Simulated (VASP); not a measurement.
TiAl, 2 atoms in the cell. It takes space group P-6m2 (No. 187, hexagonal). Conventional cell: a = 2.829 Å, b = 2.829 Å, c = 4.615 Å, α = 90.00°, β = 90.00°, γ = 120.00°. Within 3.7 Å of Ti (site symmetry -6m2) lie 6 Al at 2.83 Å and 6 Ti at 2.83 Å. Al (site symmetry -6m2) has 6 Ti at 2.83 Å and 6 Al at 2.83 Å within 3.7 Å. 

* Program: VASP 6.6.1
* Task: single point
* Functional: LDA
* Potentials or basis: VASP PAW LDA potentials, release 64 (Ti_sv, Al)
* Cutoff: 520 eV
* k mesh: 9 × 9 × 5
* Occupations: gaussian, width 0.1 eV
* Spin: no spin polarisation
* Dipole correction: no
* Further INCAR settings: ALGO = Normal; EDIFF = 1e-06; NBANDS = 14

Potentials or basis: VASP PAW LDA potentials, release 64 (Ti_sv, Al).

Launch:

```sh
$ cat potpaw_LDA.64/Ti_sv/POTCAR potpaw_LDA.64/Al/POTCAR > POTCAR
$ mpirun -np 1 vasp_std > vasp.out
```

Hardware: 1 thread of Intel(R) Xeon(R) 6975P-C (Granite Rapids), with other jobs on the host.

Question: Estimate the wall time of this run.

Answer: Wall time 5.7 s on 1 thread of Intel(R) Xeon(R) 6975P-C (Granite Rapids), with other jobs on the host, peak memory 0.14 GiB. Counts: scf iterations 14, k points 36.
